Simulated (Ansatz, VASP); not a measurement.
## Two plane-wave programs on TlWF6

Contents of INCAR:

```
SYSTEM = TlWF6
ALGO     = Normal         ! electronic algorithm
EDIFF    = 1E-7           ! SCF threshold, eV
ENCUT    = 520            ! plane-wave cutoff, eV
GGA      = PE             ! functional
ISIF     = 2              ! what is computed and relaxed
ISMEAR   = 0              ! smearing method
ISPIN    = 2              ! spin polarisation
LASPH    = .TRUE.         ! aspherical terms in the spheres
LCHARG   = .FALSE.        ! write CHGCAR
LMAXMIX  = 4              ! l up to which the mixer works
LORBIT   = 11             ! projections on sites
LREAL    = .FALSE.        ! projectors in reciprocal space
LWAVE    = .FALSE.        ! write WAVECAR
MAGMOM   = 0.09 1.63 0.04 0.04 0.04 0.04 0.04 0.04 ! initial moments
NBANDS   = 48             ! bands
NELM     = 150            ! most SCF steps
PREC     = Accurate       ! precision mode
SIGMA    = 0.1            ! smearing width, eV
```

The input KPOINTS:

```
k-points
0
G
  4 4 4
  0 0 0
```

Contents of POSCAR:

```
TlWF6
1.0
    0.0000000000      4.4370000000      4.4370000000
    4.4370000000      0.0000000000      4.4370000000
    4.4370000000      4.4370000000      0.0000000000
Tl W F
1 1 6
Direct
    0.5000000000      0.5000000000      0.5000000000
    0.0000000000      0.0000000000      0.0000000000
    0.7500000000      0.2500000000      0.2500000000
    0.2500000000      0.7500000000      0.7500000000
    0.2500000000      0.7500000000      0.2500000000
    0.7500000000      0.2500000000      0.7500000000
    0.2500000000      0.2500000000      0.7500000000
    0.7500000000      0.7500000000      0.2500000000
```

Input for Ansatz:

```yaml
crystal:
  lattice:
    - [0.0, 4.437, 4.437]
    - [4.437, 0.0, 4.437]
    - [4.437, 4.437, 0.0]
  atoms:
    - { symbol: Tl, position: [0.5, 0.5, 0.5] }
    - { symbol: W, position: [0.0, 0.0, 0.0] }
    - { symbol: F, position: [0.75, 0.25, 0.25] }
    - { symbol: F, position: [0.25, 0.75, 0.75] }
    - { symbol: F, position: [0.25, 0.75, 0.25] }
    - { symbol: F, position: [0.75, 0.25, 0.75] }
    - { symbol: F, position: [0.25, 0.25, 0.75] }
    - { symbol: F, position: [0.75, 0.75, 0.25] }
basis:
  ecutwfc: 420
kpoints:
  mp_grid: { grid: [4, 4, 4] }
hamiltonian:
  xc: pbe
scf:
  occupations: { method: gaussian, width: 0.1 }
  lower_state_search: "off"
output:
  forces: true
  stress: true
  eigenvalues: true
  populations: true
magnetization:
  spin_polarized: true
```

Alike in both runs: task single point; functional PBE; k mesh 4 × 4 × 4; occupations gaussian, width 0.1 eV; collinear spin.

|  | VASP | Ansatz |
| --- | --- | --- |
| version | VASP 6.6.1 | Ansatz 0.2.0 |
| potentials or method | VASP PAW PBE potentials, release 64 (Tl_d, W_sv, F), cutoff 520 eV | scalar-relativistic, plane waves, PAW |
| valence electrons in the cell | 69 | 69 |

|  | VASP | Ansatz | Ansatz less VASP |
| --- | --- | --- | --- |
| gap on the k mesh at the Fermi level (eV) | none | none | - |
| pressure (GPa) | -6.7 | -6.8 | -0.04 |
| net moment per atom (μB) | 0.36 | 0.36 | 0.000 |
| size of the moment on the site where the two differ most (μB) | 2.11 | 1.48 | -0.626 |

Site moments also hang on the region over which each program counts them. A gap of «none» marks a metal or a gap that the smearing closes. Ansatz's warnings: no starting moments.

Spin-orbit coupling is off throughout.
